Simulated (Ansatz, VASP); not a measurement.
# Two plane-wave programs on SnSe2

```
CELL_PARAMETERS angstrom
3.81100 0.00000 0.00000
-1.90550 3.30042 0.00000
0.00000 0.00000 6.13600
ATOMIC_POSITIONS crystal
Sn 0.00000 0.00000 0.00000
Se 0.66667 0.33333 0.75100
Se 0.33333 0.66667 0.24900
```

Alike in both runs: functional PBE0; k mesh 5 × 5 × 3; occupations fermi-dirac, width 0.05 eV; no spin polarisation.

|  | VASP | Ansatz |
| --- | --- | --- |
| version | VASP 6.6.1 | Ansatz 0.2.0 |
| potentials or method | VASP PAW PBE potentials, release 64 (Sn_d, Se) | Ansatz PAW |
| plane-wave cutoff (eV) | 520 | 420 |
| valence electrons in the cell | 26 | 46 |
| task | single point | projected density of states |

|  | VASP | Ansatz | Ansatz less VASP |
| --- | --- | --- | --- |
| gap on the k mesh at the Fermi level (eV) | 2.23 | 2.20 | -0.030 |
| least direct gap on the mesh (eV) | 2.59 | 2.57 | -0.024 |
| pressure (GPa) | 2.5 | 2.7 | +0.17 |
| traceless stress, the component that is largest in VASP (GPa) | 0.88 | 0.89 | +0.012 |
| rms of the force components (eV/Å) | 0.132 | 0.135 | +0.0032 |

Atom by atom the forces differ by 0.003 eV/Å (rms over components). VASP's potentials hold 26 valence electrons a cell and Ansatz's 46, so a difference there can come from the potentials and not from the codes.

Noted on Ansatz's run: odd divisions of the mesh miss points on the zone boundary, where band edges often lie, so the gap on the mesh can be too wide.
